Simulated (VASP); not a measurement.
# Te2Mo in VASP: single point with PBE+D3(BJ)

Aim: the single point of Te2Mo with PBE+D3(BJ).

Everything below comes from runs of VASP 6.6.1. Logs are shortened: lines on timing, memory, paths and dates and some standing lists are left out, and cuts for length are marked.

### Step 1. The cell of the first run

The cell holds a slab with vacuum, 3 atoms: a = 3.504 Å, b = 3.504 Å, c = 24.768 Å, α = 90.00°, β = 90.00°, γ = 120.00°.

### Step 2. Single point, PBE+D3(BJ)

INCAR reads:

```
PREC     = Accurate       # precision mode
ENCUT    = 400            # plane-wave cutoff, eV
EDIFF    = 1E-6           # SCF threshold, eV
ISMEAR   = 0              # smearing method
SIGMA    = 0.05           # smearing width, eV
LREAL    = False          # projectors in reciprocal space
LASPH    = True           # aspherical terms in the spheres
NELM     = 120            # most SCF steps
ALGO     = Normal         # electronic algorithm
ISIF     = 2              # what is computed and relaxed
LWAVE    = False          # write WAVECAR
LCHARG   = False          # write CHGCAR
LDIPOL   = True         
IDIPOL   = 3            
DIPOL    = 0.5 0.5 0.255
GGA      = PE             # functional
IVDW     = 12             # dispersion correction
NBANDS   = 20             # bands
GGA_COMPAT= False        
NELMDL   = -8
```

KPOINTS reads:

```
Automatic mesh
0
Gamma
  9 9 1
```

POSCAR reads:

```
Te2Mo
1.0
    3.5038818256      0.0000000000      0.0000000000
   -1.7519409128      3.0344506729      0.0000000000
    0.0000000000      0.0000000000     24.7677191314
Te Mo
2 1
Direct
    0.3333333333      0.6666666667      0.1816881069
    0.3333333333      0.6666666667      0.3284056769
    0.6666666667      0.3333333333      0.2550468919
```

Potentials or basis: VASP PAW PBE potentials, release 64 (Te, Mo_sv).

Command:

```sh
$ cat potpaw_PBE.64/Te/POTCAR potpaw_PBE.64/Mo_sv/POTCAR > POTCAR
$ mpirun -np 1 vasp_std > vasp.out
```

OUTCAR:

```text
PREC = Accurate
   ENCUT = 400
   EDIFF = 1E-6
   ISMEAR = 0
   LREAL = False
   LASPH = True
   NELM = 120
   ISIF = 2
   GGA = PE
   IVDW = 12
   NELMDL = -8
 IVDW          = 12

 ion  position               nearest neighbor table
   1  0.333  0.667  0.182-   3 2.72   3 2.72   3 2.72   2 3.63
   2  0.333  0.667  0.328-   3 2.72   3 2.72   3 2.72   1 3.63
   3  0.667  0.333  0.255-   2 2.72   1 2.72   2 2.72   1 2.72   2 2.72   1 2.72

  LATTYP: Found a hexagonal cell.
 ALAT       =     3.5038818256
 C/A-ratio  =     7.0686513884

  Lattice vectors:

 A1 = (   3.5038818256,   0.0000000000,   0.0000000000)
 A2 = (  -1.7519409128,   3.0344506729,   0.0000000000)
 A3 = (   0.0000000000,   0.0000000000,  24.7677191314)

Analysis of symmetry for initial positions (statically):
=====================================================================
 Subroutine PRICEL returns:
 Original cell was already a primitive cell.

 Routine SETGRP: Setting up the symmetry group for a
 hexagonal supercell.

 Subroutine GETGRP returns: Found 12 space group operations
 (whereof  6 operations were pure point group operations)
 out of a pool of 24 trial point group operations.

The static configuration has the point symmetry C_3v.
 The point group associated with its full space group is D_3h.

Analysis of symmetry for dynamics (positions and initial velocities):
=====================================================================
 Subroutine PRICEL returns:
 Original cell was already a primitive cell.

 Routine SETGRP: Setting up the symmetry group for a
 hexagonal supercell.

 Subroutine GETGRP returns: Found 12 space group operations
 (whereof  6 operations were pure point group operations)
 out of a pool of 24 trial point group operations.

The dynamic configuration has the point symmetry C_3v.
 The point group associated with its full space group is D_3h.

 Subroutine INISYM returns: Found 12 space group operations
 (whereof  6 operations are pure point group operations),
 and found     1 'primitive' translations

----------------------------------------------------------------------------------------

                                     Primitive cell

  volume of cell :     263.3392

  direct lattice vectors                    reciprocal lattice vectors
     3.503881826  0.000000000  0.000000000     0.285397753  0.164774470  0.000000000
    -1.751940913  3.034450673  0.000000000     0.000000000  0.329548939  0.000000000
     0.000000000  0.000000000 24.767719131     0.000000000  0.000000000  0.040375135

  length of vectors
     3.503881826  3.503881826 24.767719131     0.329548939  0.329548939  0.040375135

  position of ions in fractional coordinates (direct lattice)
     0.333333333  0.666666667  0.181688107
     0.333333333  0.666666667  0.328405677
     0.666666667  0.333333333  0.255046892

  ion indices of the primitive-cell ions
   primitive index   ion index
                 1           1
                 2           2
                 3           3

----------------------------------------------------------------------------------------

 KPOINTS: Automatic mesh

Automatic generation of k-mesh.
 Grid dimensions read from file:
 generate k-points for:    9    9    1

 Generating k-lattice:

  Cartesian coordinates                     Fractional coordinates (reciprocal lattice)
     0.031710861  0.018308274  0.000000000     0.111111111 -0.000000000  0.000000000
     0.000000000  0.036616549  0.000000000     0.000000000  0.111111111  0.000000000
     0.000000000  0.000000000  0.040375135     0.000000000  0.000000000  1.000000000

  Length of vectors
     0.036616549  0.036616549  0.040375135

  Shift w.r.t. Gamma in fractional coordinates (k-lattice)
     0.000000000  0.000000000  0.000000000

 Subroutine IBZKPT returns following result:
 ===========================================

 Found     12 irreducible k-points:

 Following reciprocal coordinates:
            Coordinates               Weight
  0.000000  0.000000  0.000000      1.000000
  0.111111  0.000000  0.000000      6.000000
  0.222222  0.000000  0.000000      6.000000
  0.333333 -0.000000  0.000000      6.000000
  0.444444  0.000000  0.000000      6.000000
  0.111111  0.111111  0.000000      6.000000
  0.222222  0.111111  0.000000     12.000000
  0.333333  0.111111  0.000000     12.000000
  0.444444  0.111111  0.000000      6.000000
  0.222222  0.222222  0.000000      6.000000
  0.333333  0.222222  0.000000     12.000000
  0.333333  0.333333  0.000000      2.000000
   k-points           NKPTS =     12   k-points in BZ     NKDIM =     12   number of bands    NBANDS=     20
   number of dos      NEDOS =    301   number of ions     NIONS =      3
   total plane-waves  NPLWV =  93312
   dimension x,y,z NGX =    24 NGY =   24 NGZ =  162
   dimension x,y,z NGXF=    48 NGYF=   48 NGZF=  324
   ions per type =               2   1
   NGX,Y,Z   is equivalent  to a cutoff of  11.39, 11.39, 10.87 a.u.
   NGXF,Y,Z  is equivalent  to a cutoff of  22.77, 22.77, 21.75 a.u.
 SYSTEM =  unknown system
   PREC   = accura    normal or accurate (medium, high low for compatibility)
   ISTART =      0    job   : 0-new  1-cont  2-samecut
   ICHARG =      2    charge: 1-file 2-atom 10-const
   ISPIN  =      1    spin polarized calculation?
   LNONCOLLINEAR =      F non collinear calculations
   LSORBIT =      F    spin-orbit coupling
   LASPH  =      T    aspherical Exc in radial PAW
   ENCUT  =  400.0 eV  29.40 Ry    5.42 a.u.   5.71  5.71 40.39*2*pi/ulx,y,z
   NELM   =    120;   NELMIN=  2; NELMDL= -8     # of ELM steps
   EDIFF  = 0.1E-05   stopping-criterion for ELM
   LREAL  =      F    real-space projection
   EDIFFG = 0.1E-04   stopping-criterion for IOM
   NSW    =      0    number of steps for IOM
   IBRION =     -1    ionic relax: 0-MD 1-quasi-New 2-CG
   NFREE  =      0    steps in history (QN), initial steepest desc. (CG)
   ISIF   =      2    stress and relaxation
   ISYM   =      2    0-nonsym 1-usesym 2-fastsym
   POTIM  = 0.5000    time-step for ionic-motion
   TEBEG  =    0.0;   TEEND  =   0.0 temperature during run
   PSTRESS=    0.0 pullay stress
   NELECT =      26.0000    total number of electrons
   NUPDOWN=      -1.0000    fix difference up-down
   EMIN   =  10.00;   EMAX   =-10.00  energy-range for DOS
   EFERMI =   0.00;   METHOD = LEGACY
   ISMEAR =     0;   SIGMA  =   0.05  broadening in eV -4-tet -1-fermi 0-gaus
   EFERMI_NEDOS =   21; number of points for ismear=-14 and -15
   IALGO  =     38    algorithm
   IMIX   =      4    mixing-type and parameters
     AMIX     =   0.40;   BMIX     =  1.00
     AMIX_MAG =   1.60;   BMIX_MAG =  1.00
  volume/ion in A,a.u.               =      87.78       592.37
  Fermi-wavevector in a.u.,A,eV,Ry     =   0.756648  1.429858  7.789563  0.572517
  Thomas-Fermi vector in A             =   1.854816
   LORBIT       =      0    0 simple, 1 ext, 2 COOP (PROOUT), +10 PAW based schemes
   GGA     = PE    functional components
   LHFCALC =     F    Hartree Fock is set to
   AEXX    =    0.0000 exact exchange contribution
   IVDW    =    12    specifies the selected vdW correction
   LEPSILON=     F    determine dielectric tensor
   LRPA    =     F    only Hartree local field effects (RPA)
 non-spin polarized calculation
 Gauss-broadening in eV      SIGMA  =   0.05
  energy-cutoff  :      400.00
  volume of cell :      263.34
 maximum number of plane-waves:      4800
 NGX is ok and might be reduce to    24
   NGX = 11   NGY = 11   NGZ = 81

 dipolmoment           0.000000      0.000000     -0.000001 electrons x Angstroem

 number of electron      26.0000002 magnetization

 dipolmoment           0.000000      0.000000      0.000002 electrons x Angstroem

 Free energy of the ion-electron system (eV)
  ---------------------------------------------------
  ext. energy  EPLUGINS =         0.00000000
  ---------------------------------------------------
  free energy    TOTEN  =       -18.00671016 eV

  energy without entropy =      -18.00671016  energy(sigma->0) =      -18.00671016

 E-fermi :  -0.8926     XC(G=0):  -3.4284

 val. band max:       -1.1835036058   @ k =   0.3333   0.3333   0.0000
 cond. band min:       0.0051753928   @ k =   0.3333   0.3333   0.0000
 fundamental gap:      1.1886789986
 Fermi energy:        -0.8925647203

 k-point     1 :       0.0000    0.0000    0.0000
  band No.  band energies     occupation
      1     -61.8333      2.00000
      2     -36.0127      2.00000
      3     -35.8692      2.00000
      4     -35.8692      2.00000
      5     -13.8871      2.00000
      6     -12.9570      2.00000
[... 12 lines left out ...]
     19       3.2373      0.00000
     20       3.8208      0.00000

 k-point     2 :       0.1111    0.0000    0.0000
  band No.  band energies     occupation
      1     -61.8321      2.00000
      2     -36.0092      2.00000
      3     -35.8852      2.00000
      4     -35.8729      2.00000
      5     -13.7118      2.00000
      6     -12.8337      2.00000
[... 12 lines left out ...]
     19       3.4489      0.00000
     20       4.0329      0.00000

 k-point     3 :       0.2222    0.0000    0.0000
  band No.  band energies     occupation
      1     -61.8291      2.00000
      2     -36.0004      2.00000
      3     -35.9252      2.00000
      4     -35.8823      2.00000
      5     -13.2154      2.00000
      6     -12.4860      2.00000
[... 12 lines left out ...]
     19       4.0476      0.00000
     20       4.6134      0.00000

 k-point     4 :       0.3333   -0.0000    0.0000
  band No.  band energies     occupation
      1     -61.8256      2.00000
      2     -35.9903      2.00000
      3     -35.9702      2.00000
      4     -35.8930      2.00000
      5     -12.5112      2.00000
      6     -12.0029      2.00000
[... 153 lines left out ...]
 k-point    11 :       0.3333    0.2222    0.0000
  band No.  band energies     occupation
      1     -61.8223      2.00000
      2     -35.9836      2.00000
      3     -35.9809      2.00000
      4     -35.9317      2.00000
      5     -11.6551      2.00000
      6     -11.4210      2.00000
[... 12 lines left out ...]
     19       5.1621      0.00000
     20       5.7982      0.00000

 k-point    12 :       0.3333    0.3333    0.0000
  band No.  band energies     occupation
      1     -61.8217      2.00000
      2     -35.9791      2.00000
      3     -35.9709      2.00000
      4     -35.9541      2.00000
      5     -11.4755      2.00000
      6     -11.2949      2.00000
[... 12 lines left out ...]
     19       3.9528      0.00000
     20       6.1114      0.00000

------------------------ aborting loop because EDIFF is reached ----------------------------------------

 vacuum level on the upper side and lower side of the slab       (xc-potential included)        -0.007        -0.007

 Edisp (eV)   -1.20254

 E8    (eV) :    -0.5851

  FORCE on cell =-STRESS in cart. coord.  units (eV):
  Direction    XX          YY          ZZ          XY          YZ          ZX
  --------------------------------------------------------------------------------------
  -------------------------------------------------------------------------------------
  Total      -0.09442    -0.09442    -0.05813     0.00000     0.00000     0.00000
  in kB      -0.57449    -0.57449    -0.35367     0.00000     0.00000     0.00000
  external pressure =       -0.50 kB  Pullay stress =        0.00 kB

 VOLUME and BASIS-vectors are now :
 -----------------------------------------------------------------------------
  energy-cutoff  :      400.00
  volume of cell :      263.34
      direct lattice vectors                 reciprocal lattice vectors
     3.503881826  0.000000000  0.000000000     0.285397753  0.164774470  0.000000000
    -1.751940913  3.034450673  0.000000000     0.000000000  0.329548939  0.000000000
     0.000000000  0.000000000 24.767719131     0.000000000  0.000000000  0.040375135

 POSITION                                       TOTAL-FORCE (eV/Angst)
 -----------------------------------------------------------------------------------
     -0.00000      2.02297      4.50000        -0.000000      0.000000     -0.015165
     -0.00000      2.02297      8.13386        -0.000000      0.000000      0.015165
      1.75194      1.01148      6.31693         0.000000      0.000000      0.000000
 -----------------------------------------------------------------------------------
    total drift:                               -0.000000      0.000000     -0.000021

  FREE ENERGIE OF THE ION-ELECTRON SYSTEM (eV)
  ---------------------------------------------------
  free  energy   TOTEN  =       -19.2092466913 eV

  energy  without entropy=      -19.2092466913  energy(sigma->0) =      -19.20924669

 vacuum level on the upper side and lower side of the slab         3.647         3.647
```

Wall time 1.7 min (1 thread of Intel Xeon 8259CL, shared host); peak memory 0.31 GiB.

What came out:

- Free energy: -19.2092 eV
- Largest force: 0.015 eV/Å
- Band gap on the k mesh: 1.19 eV
- Dispersion energy per atom: -0.401 eV

Forces on the atoms (eV/Å):
```
Te   0.000  0.000 -0.015
Te   0.000  0.000  0.015
Mo   0.000  0.000  0.000
```

Caveat: spin-orbit coupling is left out, which moves the levels of the heavy elements.
